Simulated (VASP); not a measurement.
# Cr (Im-3m) in VASP: further runs

The runs below take Cr through single point, with BLYP.

Everything below comes from runs of VASP 6.6.1. Logs are shortened: lines on timing, memory, paths and dates and some standing lists are left out, and cuts for length are marked.

### 1 The cell of the first run

The structure is cubic, space group Im-3m (No. 229). The conventional cell has a = 2.902 Å, b = 2.902 Å, c = 2.902 Å, α = 90.00°, β = 90.00°, γ = 90.00°. Cr (site symmetry m-3m) has 14 Cr at 2.51 to 2.90 Å within 3.3 Å.

### 2 Single point, BLYP, collinear spin, antiferromagnetic start

File INCAR:

```
SYSTEM = Cr
PREC = Accurate
ENCUT = 520
EDIFF = 1E-7
ISMEAR = -1
SIGMA = 0.05
LREAL = .False.
LASPH = .True.
NELM = 150
ALGO = Normal
ISIF = 2
LWAVE = .False.
LCHARG = .False.
ISPIN = 2
MAGMOM = 1.5 -1.5
LORBIT = 11
LMAXMIX = 4
GGA = B5
ALDAX = 1.0
AGGAX = 1.0
AGGAC = 1.0
ALDAC = 0.0
NBANDS = 23
```

File KPOINTS:

```
Automatic mesh
0
Gamma
  11 11 11
  0 0 0
```

File POSCAR:

```
Cr
1.0
    2.9020902231      0.0000000000      0.0000000000
    0.0000000000      2.9020902231      0.0000000000
    0.0000000000      0.0000000000      2.9020902231
Cr
2
Direct
    0.0000000000      0.0000000000      0.0000000000
    0.5000000000      0.5000000000      0.5000000000
```

Potentials or basis: VASP PAW PBE potentials, release 64 (Cr_pv).

Launch:

```sh
cat potpaw_PBE.64/Cr_pv/POTCAR > POTCAR
mpirun -np 1 vasp_std > vasp.out
```

OUTCAR:

```text
SYSTEM = Cr
   PREC = Accurate
   ENCUT = 520
   EDIFF = 1E-7
   ISMEAR = -1
   LREAL = .False.
   LASPH = .True.
   NELM = 150
   ISIF = 2
   ISPIN = 2
   LORBIT = 11
   GGA = B5

 ion  position               nearest neighbor table
   1  0.000  0.000  0.000-   2 2.51   2 2.51   2 2.51   2 2.51   2 2.51   2 2.51   2 2.51   2 2.51

   2  0.500  0.500  0.500-   1 2.51   1 2.51   1 2.51   1 2.51   1 2.51   1 2.51   1 2.51   1 2.51

  LATTYP: Found a simple cubic cell.
 ALAT       =     2.9020902231

  Lattice vectors:

 A1 = (   2.9020902231,   0.0000000000,   0.0000000000)
 A2 = (   0.0000000000,   2.9020902231,   0.0000000000)
 A3 = (   0.0000000000,   0.0000000000,   2.9020902231)

Analysis of symmetry for initial positions (statically):
=====================================================================
 Subroutine PRICEL returns following result:

  LATTYP: Found a body centered cubic cell.
 ALAT       =     2.9020902231
[... 12 lines left out ...]
 Subroutine GETGRP returns: Found 48 space group operations
 (whereof 48 operations were pure point group operations)
 out of a pool of 48 trial point group operations.

The static configuration has the point symmetry O_h .

Analysis of symmetry for dynamics (positions and initial velocities):
=====================================================================
 Subroutine PRICEL returns following result:

  LATTYP: Found a body centered cubic cell.
 ALAT       =     2.9020902231
[... 12 lines left out ...]
 Subroutine GETGRP returns: Found 48 space group operations
 (whereof 48 operations were pure point group operations)
 out of a pool of 48 trial point group operations.

The dynamic configuration has the point symmetry O_h .

Analysis of structural, dynamic, and magnetic symmetry:
=====================================================================
 Subroutine PRICEL returns following result:

  LATTYP: Found a body centered cubic cell.
 ALAT       =     2.9020902231
[... 12 lines left out ...]
 Subroutine GETGRP returns: Found 48 space group operations
 (whereof 48 operations were pure point group operations)
 out of a pool of 48 trial point group operations.

The overall configuration has the point symmetry O_h .

 Subroutine INISYM returns: Found 48 space group operations
 (whereof 48 operations are pure point group operations),
 and found     2 'primitive' translations

----------------------------------------------------------------------------------------

                                     Primitive cell

  volume of cell :      12.2209

  direct lattice vectors                    reciprocal lattice vectors
[... 105 lines left out ...]
     AMIX_MAG =   1.60;   BMIX_MAG =  1.00
  volume/ion in A,a.u.               =      12.22        82.47
  Fermi-wavevector in a.u.,A,eV,Ry     =   1.627175  3.074915 36.024137  2.647699
  Thomas-Fermi vector in A             =   2.720014
   LORBIT       =     11    0 simple, 1 ext, 2 COOP (PROOUT), +10 PAW based schemes
   GGA     = B5    functional components
   LHFCALC =     F    Hartree Fock is set to
   AEXX    =    0.0000 exact exchange contribution
   IVDW    =     0    specifies the selected vdW correction
   LEPSILON=     F    determine dielectric tensor
   LRPA    =     F    only Hartree local field effects (RPA)
 spin polarized calculation
  energy-cutoff  :      520.00
  volume of cell :       24.44
 maximum number of plane-waves:       691
 NGX is ok and might be reduce to    24
   NGX = 11   NGY = 11   NGZ = 11

 number of electron      23.9999993 magnetization       0.0000000

 number of electron      23.9999993 magnetization      -0.0000000

 Free energy of the ion-electron system (eV)
  ---------------------------------------------------
  ext. energy  EPLUGINS =         0.00000000
  ---------------------------------------------------
  free energy    TOTEN  =       -16.68916066 eV

  energy without entropy =      -16.68493664  energy(sigma->0) =      -16.68704865

 E-fermi :  10.6857     XC(G=0): -12.7634

 val. band max:       10.6847054143   @ k =   0.4545   0.3636   0.0000
 cond. band min:      10.6879000744   @ k =   0.4545   0.0000   0.0000
 fundamental gap:      0.0031946601
 Fermi energy:        10.6856890948

 spin component 1

 k-point     1 :       0.0000    0.0000    0.0000
  band No.  band energies     occupation
      1     -32.7987      1.00000
      2     -32.7987      1.00000
      3     -32.7987      1.00000
      4     -31.4551      1.00000
      5     -31.4551      1.00000
      6     -31.4551      1.00000
[... 613 lines left out ...]
     22      23.0667      0.00000
     23      28.9336      0.00000

 [... further k-points ...]

 spin component 2

 k-point     1 :       0.0000    0.0000    0.0000
  band No.  band energies     occupation
      1     -32.7987      1.00000
      2     -32.7987      1.00000
      3     -32.7987      1.00000
      4     -31.4551      1.00000
      5     -31.4551      1.00000
      6     -31.4551      1.00000
[... 613 lines left out ...]
     22      23.0667      0.00000
     23      28.9336      0.00000

 [... further k-points ...]
[... 5 lines left out ...]
  --------------------------------------------------------------------------------------
  -------------------------------------------------------------------------------------
  Total        0.0299654      0.0299654      0.0299654      0.0000000      0.0000000      0.0000000
  in kB        1.9642545      1.9642545      1.9642545      0.0000000      0.0000000      0.0000000
  external PRESSURE =       1.9642545 kB  Pullay stress =       0.0000000 kB

 VOLUME and BASIS-vectors are now :
 -----------------------------------------------------------------------------
  energy-cutoff  :      520.00
  volume of cell :       24.44
      direct lattice vectors                 reciprocal lattice vectors
     2.902090223  0.000000000  0.000000000     0.344579225  0.000000000  0.000000000
     0.000000000  2.902090223  0.000000000     0.000000000  0.344579225  0.000000000
     0.000000000  0.000000000  2.902090223     0.000000000  0.000000000  0.344579225

 POSITION                                       TOTAL-FORCE (eV/Angst)
 -----------------------------------------------------------------------------------
      0.00000      0.00000      0.00000         0.000000      0.000000      0.000000
      1.45105      1.45105      1.45105        -0.000000     -0.000000     -0.000000
 -----------------------------------------------------------------------------------
    total drift:                                0.000000      0.000000     -0.000000

  FREE ENERGIE OF THE ION-ELECTRON SYSTEM (eV)
  ---------------------------------------------------
  free  energy   TOTEN  =       -16.6891606618 eV

  energy  without entropy=      -16.6849366359  energy(sigma->0) =      -16.68704865

 total charge

# of ion       s       p       d       tot
------------------------------------------
    1        0.389   6.360   4.214  10.963
    2        0.389   6.360   4.214  10.963
--------------------------------------------------
tot          0.779  12.720   8.428  21.927

 magnetization (x)

# of ion       s       p       d       tot
------------------------------------------
    1        0.013   0.008   1.219   1.241
    2       -0.013  -0.008  -1.219  -1.241
--------------------------------------------------
tot          0.000   0.000   0.000   0.000
```

Wall time 1.7 min (1 thread of Intel Xeon 8259CL, shared host); peak memory 0.17 GiB.

Results:

| Property | Result |
| --- | --- |
| Free energy | -16.6892 eV |
| Pressure | 0.2 GPa |
| Band gap on the k mesh | zero (filled and empty bands overlap) |
| Net moment | 0.00 μB per cell |
| Site moments | Cr +1.24, -1.24 μB |
| Valence electrons inside the program's atomic spheres | Cr 10.96 |

Caveat: the PAW data sets were made with another functional, which shifts forces and pressure a little.

### 3 Single point, BLYP, collinear spin, antiferromagnetic start

File INCAR:

```
SYSTEM = Cr
  PREC = Accurate
  ENCUT = 520
  EDIFF = 1E-6
  ISMEAR = -1
  SIGMA = 0.05
  LREAL = .False.
  LASPH = .True.
  NELM = 150
  ALGO = Normal
  ISIF = 2
  LWAVE = .False.
  LCHARG = .True.
  ISPIN = 2
  MAGMOM = 1.153 -1.153
  LORBIT = 11
  LMAXMIX = 4
  GGA = B5
  ALDAX = 1.0
  AGGAX = 1.0
  AGGAC = 1.0
  ALDAC = 0.0
  LELF = .True.
  LVHAR = .True.
  NBANDS = 23
```

File KPOINTS:

```
Automatic mesh
0
Gamma
  18 18 18
  0 0 0
```

POSCAR is that of step 2.

Potentials or basis: VASP PAW PBE potentials, release 64 (Cr_pv).

Launch:

```sh
cat potpaw_PBE.64/Cr_pv/POTCAR > POTCAR
mpirun -np 1 vasp_std > vasp.out
```

Wall time 5.3 min (1 thread of Intel Xeon 8259CL, shared host); peak memory 0.28 GiB.

Results (log left out):

```
Free energy                                           : -16.6878 eV
Pressure                                              : 0.3 GPa
Band gap on the k mesh                                : zero (filled and empty bands overlap)
Net moment                                            : 0.00 μB per cell
Site moments                                          : Cr +1.25, -1.25 μB
Valence electrons inside the program's atomic spheres : Cr 10.96
```

Levels at points of the mesh, in eV from the Fermi level:
Spin up:
```csv
k point,band 8,band 9,band 10,band 11,band 12,band 13,band 14,band 15,band 16,band 17
"(0.00, 0.00, 0.00)",-3.91,-3.91,-0.94,-0.94,-0.94,1.18,1.18,2.42,2.42,2.42
"(0.50, 0.00, 0.00)",-3.53,-1.95,-1.14,-0.89,-0.89,0.04,0.22,0.22,1.29,2.02
"(0.50, 0.50, 0.00)",-4.02,-2.31,-2.31,0.96,1.00,1.22,1.22,1.27,1.94,2.73
"(0.50, 0.50, 0.50)",-2.51,-2.51,-1.73,-1.73,-1.73,1.01,1.01,2.00,2.00,6.05
```
Spin down:
```tsv
k point	band 8	band 9	band 10	band 11	band 12	band 13	band 14	band 15	band 16	band 17
(0.00, 0.00, 0.00)	-3.91	-3.91	-0.94	-0.94	-0.94	1.18	1.18	2.42	2.42	2.42
(0.50, 0.00, 0.00)	-3.53	-1.95	-1.14	-0.89	-0.89	0.04	0.22	0.22	1.29	2.02
(0.50, 0.50, 0.00)	-4.02	-2.31	-2.31	0.96	1.00	1.22	1.22	1.27	1.94	2.73
(0.50, 0.50, 0.50)	-2.51	-2.51	-1.73	-1.73	-1.73	1.01	1.01	2.00	2.00	6.05
```

Caveat: the PAW data sets were made with another functional, which shifts forces and pressure a little.
